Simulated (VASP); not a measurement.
A run of VASP 6.6.1 is set up as follows.

File INCAR:

```
SYSTEM = Rb
ALGO = Normal
EDIFF = 1E-6
ENCUT = 520
GGA = PS
ISIF = 2
ISMEAR = 0
LASPH = .True.
LCHARG = .False.
LREAL = .False.
LWAVE = .False.
NBANDS = 10
NELM = 100
PREC = Accurate
SIGMA = 0.15
```

The input KPOINTS:

```
k-points
0
Gamma
  12 12 12
  0 0 0
```

Contents of POSCAR:

```
Rb
1.0
   -2.5815200000      2.5815200000      3.0304800000
    2.5815200000     -2.5815200000      3.0304800000
    2.5815200000      2.5815200000     -3.0304800000
Rb
1
Direct
    0.0000000000      0.0000000000      0.0000000000
```

Potentials or basis: VASP PAW PBE potentials, release 64 (Rb_sv).

The run is started by

```bash
$ cat potpaw_PBE.64/Rb_sv/POTCAR > POTCAR
$ mpirun -np 1 vasp_std > vasp.out
```

Q: Predict the pressure.

A: 0.2 GPa.

Caveat: the cell differs from its parent crystal (strain -0.080 along x and y, +0.080 along z); the PAW data sets were made with another functional, which shifts forces and pressure a little.
